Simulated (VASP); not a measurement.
Crystal: C.

```
C
1.0
     0.00000    1.81347    1.85011
     1.81347    0.00000    1.85011
     1.81347    1.81347    0.00000
C
2
Direct
  0.00000 0.00000 0.00000
  0.25000 0.25000 0.25000
```

| Quantity | Value |
| --- | --- |
| Program | VASP 6.6.1 |
| Task | relaxation of cell and atoms |
| Functional | PBE |
| Potentials or basis | VASP PAW PBE potentials, release 64 (C) |
| Cutoff | 600 eV |
| k mesh | 6 × 6 × 6 |
| Occupations | gaussian, width 0.01 eV |
| Spin | no spin polarisation |

At the start: pressure -25.4 GPa; volume 6.08 Å³/atom.

**Question.** How do energy, volume and symmetry change on relaxing?

**Answer.** Over 6 steps the energy falls by 37.0 meV/atom and the volume is 5.69 Å³/atom (-6.4 %); space group Fd-3m (No. 227, to 0.05 Å).

The path:
| step | energy change (eV) | largest force (eV/Å) | pressure (GPa) | volume (Å³) |
| --- | --- | --- | --- | --- |
| 1 | 0.0000 | 0.0000 | -25.37 | 12.17 |
| 2 | 0.0252 | 0.0000 | 38.43 | 10.55 |
| 3 | -0.0736 | 0.0000 | 0.10 | 11.39 |
| 4 | -0.0736 | 0.0000 | 0.68 | 11.37 |
| 5 | -0.0740 | 0.0000 | -0.26 | 11.39 |
| 6 | -0.0741 | 0.0000 | 0.04 | 11.39 |

Final structure:
```yaml
crystal:
  lattice:
    - [0.00000, 1.78565, 1.78562]
    - [1.78565, 0.00000, 1.78562]
    - [1.78565, 1.78565, 0.00000]
  atoms:
    - { symbol: C, position: [0.00000, 0.00000, 0.00000] }
    - { symbol: C, position: [0.25000, 0.25000, 0.25000] }
```

Caveat: the k points lie up to 0.51 Å⁻¹ apart in the final cell.
